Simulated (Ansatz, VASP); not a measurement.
Sb: VASP beside Ansatz

Contents of POSCAR:

```
Sb
1.0
    2.1706020527      1.2531976795      3.8710910875
   -2.1706020527      1.2531976795      3.8710910875
    0.0000000000     -2.5063953589      3.8710910875
Sb
2
Direct
    0.2313018333      0.2313018333      0.2313018333
    0.7686981667      0.7686981667      0.7686981667
```

File INCAR.step1:

```
PREC = Accurate ; ENCUT = 520
ISMEAR = -1 ; SIGMA = 0.3
LREAL = False ; LASPH = True
NELM = 100 ; NBANDS = 12
GGA = PE ; ALGO = Normal
EDIFF = 1E-4 ; LWAVE = True
LCHARG = False
```

Contents of INCAR.step2:

```
PREC = Accurate ; ENCUT = 520
EDIFF = 1E-7 ; ISMEAR = -1
SIGMA = 0.3 ; LREAL = False
LASPH = True ; NELM = 100
ALGO = Normal ; ISIF = 2
LWAVE = False ; LCHARG = False
METAGGA = R2SCAN ; LMIXTAU = True
NBANDS = 12 ; ISTART = 1
```

Contents of KPOINTS:

```
Automatic mesh
0
Gamma
  9 9 9
```

Input for Ansatz:

```yaml
crystal:
  lattice:
    - [2.1706020527, 1.2531976795, 3.8710910875]
    - [-2.1706020527, 1.2531976795, 3.8710910875]
    - [0.0, -2.5063953589, 3.8710910875]
  atoms:
    - { symbol: Sb, position: [0.2313018333, 0.2313018333, 0.2313018333] }
    - { symbol: Sb, position: [0.7686981667, 0.7686981667, 0.7686981667] }
hamiltonian:
  xc: r2scan
  pseudopotentials:
    kind: paw
    azcp:
      Sb: "pseudopotentials/Sb.paw.azcp"
basis:
  ecutwfc: 500
  fft_grid_basis: typed
kpoints:
  mp_grid: { grid: [9, 9, 9], shift: [0, 0, 0] }
magnetization:
  spin_polarized: false
scf:
  occupations: { method: fermi_dirac, width: 0.3 }
  lower_state_search: "off"
output:
  stress: true
  write_density: true
  write_potential: true
  elf: true
  volumetric_format: npy
```

Alike in both runs: task single point; functional r2SCAN; k mesh 9 × 9 × 9; occupations fermi-dirac, width 0.3 eV; no spin polarisation.

|  | VASP | Ansatz |
| --- | --- | --- |
| version | VASP 6.6.1 | Ansatz 0.2.0 |
| potentials or method | VASP PAW PBE potentials, release 64 (Sb), cutoff 520 eV | plane waves (500 eV) with PAW, scalar-relativistic |
| valence electrons in the cell | 10 | 30 |

```csv
,VASP,Ansatz,Ansatz less VASP
pressure (GPa),0.2,0.1,-0.11
"traceless stress, the component that is largest in VASP (GPa)",0.06,0.10,+0.042
```

VASP's potentials were made for PBE, not for r2SCAN. The functional is the same, so the differences come from potentials, cutoffs and numerics. VASP's potentials hold 10 valence electrons a cell and Ansatz's 30, so a difference there can come from the potentials and not from the codes.

Neither program's run includes spin-orbit coupling.
